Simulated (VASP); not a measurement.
# HfSiO4 in VASP: further runs

The runs below take HfSiO4 through single point, with PBEsol, r2SCAN+rVV10.

All numbers are computed with VASP 6.6.1; they aren't measurements. Logs are shortened: lines on timing, memory, paths and dates and some standing lists are left out, and cuts for length are marked.

### Step 1. The cell of the first run

Symmetry: C2/m, No. 12, monoclinic system. The conventional cell has a = 10.781 Å, b = 2.977 Å, c = 5.173 Å, α = 90.00°, β = 118.30°, γ = 90.00°. Hf (site symmetry 2/m) has 6 O at 2.05 to 2.10 Å within 2.7 Å. Within 2.4 Å of Si (site symmetry 2/m) lie 6 O at 1.77 to 1.90 Å. O (site symmetry m) has 2 Si at 1.90 Å and 1 Hf at 2.10 Å and 5 O at 2.35 to 2.68 Å within 2.7 Å. O (site symmetry m) has 1 Si at 1.77 Å and 2 Hf at 2.05 Å within 2.4 Å.

### Step 2. Single point, PBEsol

The input, INCAR:

```
SYSTEM = HfSiO4
PREC = Accurate
ENCUT = 520
EDIFF = 1E-7
ISMEAR = -1
SIGMA = 0.03
LREAL = .FALSE.
LASPH = .TRUE.
NELM = 100
ALGO = Normal
ISIF = 2
LWAVE = .FALSE.
LCHARG = .TRUE.
GGA = PS
LELF = .TRUE.
LVHAR = .TRUE.
NBANDS = 28
```

The input, KPOINTS:

```
Automatic mesh
0
G
  8 8 6
  0 0 0
```

The input, POSCAR:

```
HfSiO4
1.0
    5.4206581764     -1.4884670152     -0.0037392740
    5.4206581764      1.4884670152     -0.0037392740
   -2.4955256823      0.0000000000      4.5318257545
Hf Si O
1 1 4
Direct
    0.5000000000      0.5000000000      0.5000000000
    0.0000000000      0.0000000000      0.0000000000
    0.5987880535      0.5987880535      0.2375421178
    0.0969832000      0.0969832000      0.8054963824
    0.4012119465      0.4012119465      0.7624578822
    0.9030168000      0.9030168000      0.1945036176
```

Potentials or basis: VASP PAW PBE potentials, release 64 (Hf_pv, Si, O).

Run with:

```console
> cat potpaw_PBE.64/Hf_pv/POTCAR potpaw_PBE.64/Si/POTCAR potpaw_PBE.64/O/POTCAR > POTCAR
> mpirun -np 1 vasp_std > vasp.out
```

OUTCAR:

```text
SYSTEM = HfSiO4
   PREC = Accurate
   ENCUT = 520
   EDIFF = 1E-7
   ISMEAR = -1
   LREAL = .FALSE.
   LASPH = .TRUE.
   NELM = 100
   ISIF = 2
   GGA = PS

 ion  position               nearest neighbor table
   1  0.500  0.500  0.500-   4 2.05   4 2.05   6 2.05   6 2.05   3 2.10   5 2.10   2 2.98   2 2.98
                             2 2.98   2 2.98
   2  0.000  0.000  0.000-   4 1.77   6 1.77   3 1.90   3 1.90   5 1.90   5 1.90   1 2.98   1 2.98
                             1 2.98   1 2.98
   3  0.599  0.599  0.238-   2 1.90   2 1.90   1 2.10
   4  0.097  0.097  0.805-   2 1.77   1 2.05   1 2.05
   5  0.401  0.401  0.762-   2 1.90   2 1.90   1 2.10
   6  0.903  0.903  0.195-   2 1.77   1 2.05   1 2.05

  Warning from LATTYP: Got some problem with cell dimensions!
  Tried to take original basis but could not verify dimensions!
  LATTYP: Found a base centered monoclinic cell.
 ALAT       =    10.7814595084
 B/A-ratio  =     0.2761160516
 C/A-ratio  =     0.4798514628
 COS(beta)  =    -0.4740502058

  Lattice vectors:

 A1 = (  -2.9251324941,   1.4884670152,  -4.5280864805)
 A2 = (  -2.9251324941,  -1.4884670152,  -4.5280864805)
 A3 = (  -2.4955256823,   0.0000000000,   4.5318257545)

Analysis of symmetry for initial positions (statically):
=====================================================================
 Subroutine PRICEL returns:
 Original cell was already a primitive cell.

 Routine SETGRP: Setting up the symmetry group for a
 base centered monoclinic supercell.

 Subroutine GETGRP returns: Found  4 space group operations
 (whereof  4 operations were pure point group operations)
 out of a pool of  4 trial point group operations.

The static configuration has the point symmetry C_2h.

Analysis of symmetry for dynamics (positions and initial velocities):
=====================================================================
 Subroutine PRICEL returns:
 Original cell was already a primitive cell.

 Routine SETGRP: Setting up the symmetry group for a
 base centered monoclinic supercell.

 Subroutine GETGRP returns: Found  4 space group operations
 (whereof  4 operations were pure point group operations)
 out of a pool of  4 trial point group operations.

The dynamic configuration has the point symmetry C_2h.

 Subroutine INISYM returns: Found  4 space group operations
 (whereof  4 operations are pure point group operations),
 and found     1 'primitive' translations

----------------------------------------------------------------------------------------

                                     Primitive cell

  volume of cell :      73.1020

  direct lattice vectors                    reciprocal lattice vectors
     5.420658176 -1.488467015 -0.003739274     0.092274773 -0.335916077  0.050812648
     5.420658176  1.488467015 -0.003739274     0.092274773  0.335916077  0.050812648
    -2.495525682  0.000000000  4.531825754     0.000152274  0.000000000  0.220745470

  length of vectors
     5.621306174  5.621306174  5.173499116     0.352045692  0.352045692  0.220745522

  position of ions in fractional coordinates (direct lattice)
     0.500000000  0.500000000  0.500000000
     0.000000000  0.000000000  0.000000000
     0.598788054  0.598788054  0.237542118
     0.096983200  0.096983200  0.805496382
     0.401211946  0.401211946  0.762457882
     0.903016800  0.903016800  0.194503618

  ion indices of the primitive-cell ions
   primitive index   ion index
                 1           1
                 2           2
                 3           3
                 4           4
                 5           5
                 6           6

----------------------------------------------------------------------------------------

 KPOINTS: Automatic mesh

Automatic generation of k-mesh.
 Grid dimensions read from file:
 generate k-points for:    8    8    6

 Generating k-lattice:

  Cartesian coordinates                     Fractional coordinates (reciprocal lattice)
     0.011534347 -0.041989510  0.006351581     0.125000000  0.000000000 -0.000000000
     0.011534347  0.041989510  0.006351581     0.000000000  0.125000000 -0.000000000
     0.000025379  0.000000000  0.036790912    -0.000000000 -0.000000000  0.166666667

  Length of vectors
     0.044005712  0.044005712  0.036790920

  Shift w.r.t. Gamma in fractional coordinates (k-lattice)
     0.000000000  0.000000000  0.000000000

 Subroutine IBZKPT returns following result:
 ===========================================

 Found    114 irreducible k-points:

 Following reciprocal coordinates:
            Coordinates               Weight
  0.000000  0.000000  0.000000      1.000000
  0.125000  0.000000  0.000000      4.000000
  0.250000  0.000000  0.000000      4.000000
  0.375000 -0.000000 -0.000000      4.000000
  0.500000  0.000000  0.000000      2.000000
  0.125000  0.125000  0.000000      2.000000
[... 16 lines left out ...]
  0.125000 -0.000000  0.166667      4.000000
  0.250000  0.000000  0.166667      4.000000
 [... further k-points ...]
   k-points           NKPTS =    114   k-points in BZ     NKDIM =    114   number of bands    NBANDS=     28
   number of dos      NEDOS =    301   number of ions     NIONS =      6
   total plane-waves  NPLWV =  70560
   dimension x,y,z NGX =    42 NGY =   42 NGZ =   40
   dimension x,y,z NGXF=    84 NGYF=   84 NGZF=   80
   ions per type =               1   1   4
   NGX,Y,Z   is equivalent  to a cutoff of  12.42, 12.42, 12.85 a.u.
   NGXF,Y,Z  is equivalent  to a cutoff of  24.84, 24.84, 25.71 a.u.
 SYSTEM =  HfSiO4
   PREC   = accura    normal or accurate (medium, high low for compatibility)
   ISTART =      0    job   : 0-new  1-cont  2-samecut
   ICHARG =      2    charge: 1-file 2-atom 10-const
   ISPIN  =      1    spin polarized calculation?
   LNONCOLLINEAR =      F non collinear calculations
   LSORBIT =      F    spin-orbit coupling
   LASPH  =      T    aspherical Exc in radial PAW
   ENCUT  =  520.0 eV  38.22 Ry    6.18 a.u.  10.45 10.45  9.62*2*pi/ulx,y,z
   NELM   =    100;   NELMIN=  2; NELMDL= -5     # of ELM steps
   EDIFF  = 0.1E-06   stopping-criterion for ELM
   LREAL  =      F    real-space projection
   EDIFFG = 0.1E-05   stopping-criterion for IOM
   NSW    =      0    number of steps for IOM
   IBRION =     -1    ionic relax: 0-MD 1-quasi-New 2-CG
   NFREE  =      0    steps in history (QN), initial steepest desc. (CG)
   ISIF   =      2    stress and relaxation
   ISYM   =      2    0-nonsym 1-usesym 2-fastsym
   POTIM  = 0.5000    time-step for ionic-motion
   TEBEG  =    0.0;   TEEND  =   0.0 temperature during run
   PSTRESS=    0.0 pullay stress
   NELECT =      38.0000    total number of electrons
   NUPDOWN=      -1.0000    fix difference up-down
   EMIN   =  10.00;   EMAX   =-10.00  energy-range for DOS
   EFERMI =   0.00;   METHOD = LEGACY
   ISMEAR =    -1;   SIGMA  =   0.03  broadening in eV -4-tet -1-fermi 0-gaus
   EFERMI_NEDOS =   21; number of points for ismear=-14 and -15
   IALGO  =     38    algorithm
   IMIX   =      4    mixing-type and parameters
     AMIX     =   0.40;   BMIX     =  1.00
     AMIX_MAG =   1.60;   BMIX_MAG =  1.00
  volume/ion in A,a.u.               =      12.18        82.22
  Fermi-wavevector in a.u.,A,eV,Ry     =   1.316314  2.487473 23.574583  1.732683
  Thomas-Fermi vector in A             =   2.446435
   LORBIT       =      0    0 simple, 1 ext, 2 COOP (PROOUT), +10 PAW based schemes
   GGA     = PS    functional components
   LHFCALC =     F    Hartree Fock is set to
   AEXX    =    0.0000 exact exchange contribution
   IVDW    =     0    specifies the selected vdW correction
   LEPSILON=     F    determine dielectric tensor
   LRPA    =     F    only Hartree local field effects (RPA)
 non-spin polarized calculation
  energy-cutoff  :      520.00
  volume of cell :       73.10
 maximum number of plane-waves:      1994
 NGX is ok and might be reduce to    42
   NGX = 21   NGY = 21   NGZ = 19

 number of electron      38.0000003 magnetization

 Free energy of the ion-electron system (eV)
  ---------------------------------------------------
  ext. energy  EPLUGINS =         0.00000000
  ---------------------------------------------------
  free energy    TOTEN  =       -53.73821693 eV

  energy without entropy =      -53.73821693  energy(sigma->0) =      -53.73821693

 E-fermi :   2.7671     XC(G=0): -10.3815

 val. band max:        2.1477723134   @ k =  -0.1250   0.1250   0.0000
 cond. band min:       5.1040090760   @ k =   0.0000   0.0000   0.0000
 fundamental gap:      2.9562367626
 Fermi energy:         2.7671454520

 k-point     1 :       0.0000    0.0000    0.0000
  band No.  band energies     occupation
      1     -27.4305      2.00000
      2     -27.3099      2.00000
      3     -26.9444      2.00000
      4     -17.3250      2.00000
      5     -14.8132      2.00000
      6     -14.7307      2.00000
[... 20 lines left out ...]
     27      12.1748      0.00000
     28      12.5098      0.00000

 k-point     2 :       0.1250    0.0000    0.0000
  band No.  band energies     occupation
      1     -27.3878      2.00000
      2     -27.2948      2.00000
      3     -27.1235      2.00000
      4     -17.1204      2.00000
      5     -14.8732      2.00000
      6     -14.7368      2.00000
[... 20 lines left out ...]
     27      12.1119      0.00000
     28      12.6265      0.00000

 k-point     3 :       0.2500    0.0000    0.0000
  band No.  band energies     occupation
      1     -27.5289      2.00000
      2     -27.2883      2.00000
      3     -27.2515      2.00000
      4     -16.5909      2.00000
      5     -15.2197      2.00000
      6     -14.6151      2.00000
[... 20 lines left out ...]
     27      12.6215      0.00000
     28      13.4862      0.00000

 k-point     4 :       0.3750   -0.0000   -0.0000
  band No.  band energies     occupation
      1     -27.9026      2.00000
      2     -27.2326      2.00000
      3     -27.1599      2.00000
      4     -15.9222      2.00000
      5     -15.5675      2.00000
      6     -14.6699      2.00000
[... 20 lines left out ...]
     27      13.8318      0.00000
     28      14.1300      0.00000

 k-point     5 :       0.5000    0.0000    0.0000
  band No.  band energies     occupation
      1     -28.0496      2.00000
      2     -27.2165      2.00000
      3     -27.1134      2.00000
      4     -15.7132      2.00000
      5     -15.4793      2.00000
      6     -14.8687      2.00000
[... 20 lines left out ...]
     27      13.7658      0.00000
     28      14.7374      0.00000

 k-point     6 :       0.1250    0.1250    0.0000
  band No.  band energies     occupation
      1     -27.4306      2.00000
      2     -27.3101      2.00000
      3     -26.9444      2.00000
      4     -17.3160      2.00000
      5     -14.8112      2.00000
      6     -14.7383      2.00000
[... 463 lines left out ...]
      5     -14.8005      2.00000
      6     -14.7826      2.00000
[... 20 lines left out ...]
     27      12.5715      0.00000
     28      12.8525      0.00000

 k-point    22 :       0.0000    0.0000    0.1667
  band No.  band energies     occupation
      1     -27.4348      2.00000
      2     -27.3110      2.00000
      3     -26.9443      2.00000
      4     -17.1836      2.00000
      5     -15.1517      2.00000
      6     -14.4947      2.00000
[... 20 lines left out ...]
     27      12.0700      0.00000
     28      12.4252      0.00000

 k-point    23 :       0.1250   -0.0000    0.1667
  band No.  band energies     occupation
      1     -27.3921      2.00000
      2     -27.2957      2.00000
      3     -27.1233      2.00000
      4     -16.9837      2.00000
      5     -15.1235      2.00000
      6     -14.5611      2.00000
[... 20 lines left out ...]
     27      12.2471      0.00000
     28      12.6971      0.00000

 k-point    24 :       0.2500    0.0000    0.1667
  band No.  band energies     occupation
      1     -27.5284      2.00000
      2     -27.2926      2.00000
      3     -27.2516      2.00000
      4     -16.4897      2.00000
      5     -15.2416      2.00000
      6     -14.6085      2.00000
[... 20 lines left out ...]
     27      12.5811      0.00000
     28      13.3450      0.00000

 [... further k-points ...]

------------------------ aborting loop because EDIFF is reached ----------------------------------------

  FORCE on cell =-STRESS in cart. coord.  units (eV):
  Direction    XX          YY          ZZ          XY          YZ          ZX
  --------------------------------------------------------------------------------------
  -------------------------------------------------------------------------------------
  Total       -0.3264092     -0.4693853     -0.6699901      0.0000000      0.0000000      0.0569444
  in kB       -7.1539102    -10.2875176    -14.6841748      0.0000000      0.0000000      1.2480509
  external PRESSURE =     -10.7085342 kB  Pullay stress =       0.0000000 kB

 VOLUME and BASIS-vectors are now :
 -----------------------------------------------------------------------------
  energy-cutoff  :      520.00
  volume of cell :       73.10
      direct lattice vectors                 reciprocal lattice vectors
     5.420658176 -1.488467015 -0.003739274     0.092274773 -0.335916077  0.050812648
     5.420658176  1.488467015 -0.003739274     0.092274773  0.335916077  0.050812648
    -2.495525682  0.000000000  4.531825754     0.000152274  0.000000000  0.220745470

 POSITION                                       TOTAL-FORCE (eV/Angst)
 -----------------------------------------------------------------------------------
      4.17290      0.00000      2.26217         0.000000      0.000000      0.000000
      0.00000      0.00000      0.00000         0.000000      0.000000      0.000000
      5.89886      0.00000      1.07202        -0.102512      0.000000      0.095322
     -0.95871      0.00000      3.64964        -0.000296      0.000000     -0.223643
      2.44693      0.00000      3.45233         0.102512      0.000000     -0.095322
      9.30450      0.00000      0.87470         0.000296      0.000000      0.223643
 -----------------------------------------------------------------------------------
    total drift:                                0.000000     -0.000000     -0.000000

  FREE ENERGIE OF THE ION-ELECTRON SYSTEM (eV)
  ---------------------------------------------------
  free  energy   TOTEN  =       -53.7382169291 eV

  energy  without entropy=      -53.7382169291  energy(sigma->0) =      -53.73821693
```

It took 5.5 min on 1 thread of Intel Xeon Platinum 8375C at 2.90GHz (Ice Lake), shared host; peak memory 0.39 GiB.

Results:

```
Free energy            : -53.7382 eV
Pressure               : -1.1 GPa
Largest force          : 0.224 eV/Å
Band gap on the k mesh : 2.96 eV (least direct gap 3.02 eV)
```

Forces on the atoms (eV/Å):
```
Hf   0.000  0.000  0.000
Si   0.000  0.000  0.000
O   -0.103  0.000  0.095
O    0.000  0.000 -0.224
O    0.103  0.000 -0.095
O    0.000  0.000  0.224
```

Caveat: the PAW data sets were made with another functional, which shifts forces and pressure a little; spin-orbit coupling is left out, which moves the levels of the heavy elements.

### Step 3. Single point, r2SCAN+rVV10

This run uses another cell than the first one, of 11.24 Å³/atom.

The input, POSCAR:

```
HfSiO4
1.0
    5.0752237217     -1.4892697601     -0.1738166167
    5.0752237217      1.4892697601     -0.1738166167
   -2.4786776194      0.0000000000      4.5446406380
Hf Si O
1 1 4
Direct
    0.5000000000      0.5000000000      0.5000000000
    0.0000000000      0.0000000000      0.0000000000
    0.6072397025      0.6072397025      0.2435695054
    0.1032451922      0.1032451922      0.8121718800
    0.3927602975      0.3927602975      0.7564304946
    0.8967548078      0.8967548078      0.1878281200
```

The input, INCAR.step1:

```
  PREC = Accurate
  ENCUT = 520
  ISMEAR = -1
  SIGMA = 0.03
  LREAL = F
  LASPH = T
  NELM = 60
  NBANDS = 28
  GGA = PE
  ALGO = Normal
  EDIFF = 1E-4
  LWAVE = T
  LCHARG = F
```

The input, INCAR.step2:

```
  PREC = Accurate
  ENCUT = 520
  EDIFF = 1E-7
  ISMEAR = -1
  SIGMA = 0.03
  LREAL = F
  LASPH = T
  NELM = 60
  ALGO = Normal
  ISIF = 2
  LWAVE = F
  LCHARG = F
  METAGGA = R2SCAN
  LMIXTAU = T
  LUSE_VDW = T
  IVDW_NL = 2
  BPARAM = 11.95
  CPARAM = 0.0093
  NBANDS = 28
  ISTART = 1
```

The input, KPOINTS:

```
regular mesh
0
Gamma
  8 8 6
```

Potentials or basis: VASP PAW PBE potentials, release 64 (Hf_pv, Si, O).

Run with:

```console
> cat potpaw_PBE.64/Hf_pv/POTCAR potpaw_PBE.64/Si/POTCAR potpaw_PBE.64/O/POTCAR > POTCAR
> cp INCAR.step1 INCAR
> mpirun -np 1 vasp_std > vasp.out
> cp INCAR.step2 INCAR
> mpirun -np 1 vasp_std > vasp.out
```

It took 15 min on 1 thread of Intel Xeon Platinum 8375C at 2.90GHz (Ice Lake), shared host; peak memory 0.61 GiB.

Results (log left out):

* Free energy: -94.4009 eV
* Pressure: -1.3 GPa
* Largest force: 0.252 eV/Å
* Band gap on the k mesh: 3.38 eV

Forces on the atoms (eV/Å):
```
Hf   0.000  0.000  0.000
Si   0.000  0.000  0.000
O   -0.113  0.000  0.101
O   -0.008  0.000 -0.252
O    0.113  0.000 -0.101
O    0.008  0.000  0.252
```

Stress tensor (GPa, compression positive):
```
-0.87  0.00  0.12
 0.00 -1.22  0.00
 0.12  0.00 -1.70
```

Levels at points of the mesh, in eV from the valence-band top:
```tsv
k point	band 15	band 16	band 17	band 18	band 19	band 20	band 21	band 22	band 23	band 24
(0.00, 0.00, 0.00)	-1.88	-1.72	-0.97	-0.88	0.00	3.38	4.94	6.35	7.70	8.04
(0.50, 0.00, 0.00)	-2.24	-1.99	-1.75	-0.86	-0.33	4.55	5.08	8.11	9.63	9.64
(0.50, 0.50, 0.00)	-2.12	-1.84	-1.48	-1.09	-0.91	3.48	4.88	6.26	7.52	7.89
(0.00, 0.00, 0.50)	-2.41	-2.24	-1.70	-0.91	-0.42	4.07	5.51	6.39	6.90	8.03
(0.50, 0.00, 0.50)	-2.30	-2.00	-1.36	-0.86	-0.84	3.50	5.13	8.11	10.08	10.23
(0.50, 0.50, 0.50)	-2.39	-2.32	-1.55	-0.42	-0.40	4.22	5.64	6.33	6.84	7.91
```

Caveat: the PAW data sets were made with another functional, which shifts forces and pressure a little; spin-orbit coupling is left out, which moves the levels of the heavy elements. A k mesh can miss the band edges.

[end of part 1 of 2]
